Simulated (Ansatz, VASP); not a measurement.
**One calculation of Lu3BeH3, two programs**

The input INCAR:

```
ALGO = Normal
EDIFF = 1E-6
ENCUT = 520
GGA = PE
ISIF = 2
ISMEAR = 0
LASPH = True
LCHARG = False
LREAL = False
LWAVE = False
NBANDS = 49
NELM = 100
PREC = Accurate
SIGMA = 0.1
```

File KPOINTS:

```
k-points
0
Gamma
  4 4 4
```

File POSCAR:

```
Lu3BeH3
1.0
    6.0941309500      0.0000000000      0.0000000000
    0.0000000000      6.0941309500      0.0000000000
    0.0000000000      0.0000000000      6.0941309500
Lu Be H
3 1 3
Direct
    0.5000000000      0.0000000000      0.0000000000
    0.0000000000      0.5000000000      0.0000000000
    0.0000000000      0.0000000000      0.5000000000
    0.0000000000      0.0000000000      0.0000000000
    0.0000000000      0.5000000000      0.5000000000
    0.5000000000      0.0000000000      0.5000000000
    0.5000000000      0.5000000000      0.0000000000
```

Input for Ansatz:

```yaml
crystal:
  lattice:
    - [6.09413095, 0.0, 0.0]
    - [0.0, 6.09413095, 0.0]
    - [0.0, 0.0, 6.09413095]
  atoms:
    - { symbol: Lu, position: [0.5, 0.0, 0.0] }
    - { symbol: Lu, position: [0.0, 0.5, 0.0] }
    - { symbol: Lu, position: [0.0, 0.0, 0.5] }
    - { symbol: Be, position: [0.0, 0.0, 0.0] }
    - { symbol: H, position: [0.0, 0.5, 0.5] }
    - { symbol: H, position: [0.5, 0.0, 0.5] }
    - { symbol: H, position: [0.5, 0.5, 0.0] }
basis:
  ecutwfc: 420
kpoints:
  mp_grid: { grid: [4, 4, 4] }
hamiltonian:
  xc: pbe
scf:
  occupations: { method: gaussian, width: 0.1 }
  lower_state_search: "off"
output:
  forces: true
  stress: true
  eigenvalues: true
```

Alike in both runs: task single point; functional PBE; k mesh 4 × 4 × 4; occupations gaussian, width 0.1 eV; no spin polarisation.

```csv
,VASP,Ansatz
version,VASP 6.6.1,Ansatz 0.2.0
potentials or method,"VASP PAW PBE potentials, release 64 (Lu, Be, H), cutoff 520 eV","scalar-relativistic, plane waves, PAW"
valence electrons in the cell,80,80
```

VASP gave:

| Item | Value |
| --- | --- |
| pressure (GPa) | -10.5 |

Task: Estimate Ansatz's values.

Result: Pressure (GPa): -10.3.

Neither program's run includes spin-orbit coupling.
